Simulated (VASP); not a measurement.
A run of VASP 6.6.1:

The input INCAR:

```
  AGGAC = 1.0
  AGGAX = 1.0
  ALDAC = 0.0
  ALDAX = 1.0
  ALGO = Normal
  EDIFF = 1E-7
  ENCUT = 520
  GGA = B5
  ISIF = 2
  ISMEAR = -1
  ISPIN = 2
  LASPH = True
  LCHARG = True
  LELF = True
  LMAXMIX = 4
  LORBIT = 11
  LREAL = False
  LVHAR = True
  LWAVE = False
  MAGMOM = 0.657
  NBANDS = 15
  NELM = 150
  PREC = Accurate
  SIGMA = 0.05
```

The input KPOINTS:

```
k-points
0
Gamma
  25 25 25
```

Contents of POSCAR:

```
Ni
1.0
    0.0000000000      1.7396514980      1.7396514980
    1.7396514980      0.0000000000      1.7396514980
    1.7396514980      1.7396514980      0.0000000000
Ni
1
Direct
    0.0000000000      0.0000000000      0.0000000000
```

Potentials or basis: VASP PAW PBE potentials, release 64 (Ni).

Launch:

```console
$ cat potpaw_PBE.64/Ni/POTCAR > POTCAR
$ mpirun -np 1 vasp_std > vasp.out
```

Hardware: 1 thread of Intel(R) Xeon(R) Platinum 8259CL CPU @ 2.50GHz (Skylake/Cascade Lake) (shared host).

Q: How long does it take, and how much memory?

A: It took 2.6 min on 1 thread of Intel(R) Xeon(R) Platinum 8259CL CPU @ 2.50GHz (Skylake/Cascade Lake), on a shared host, peak memory 0.21 GiB. Counts: scf iterations 14, k points 455.
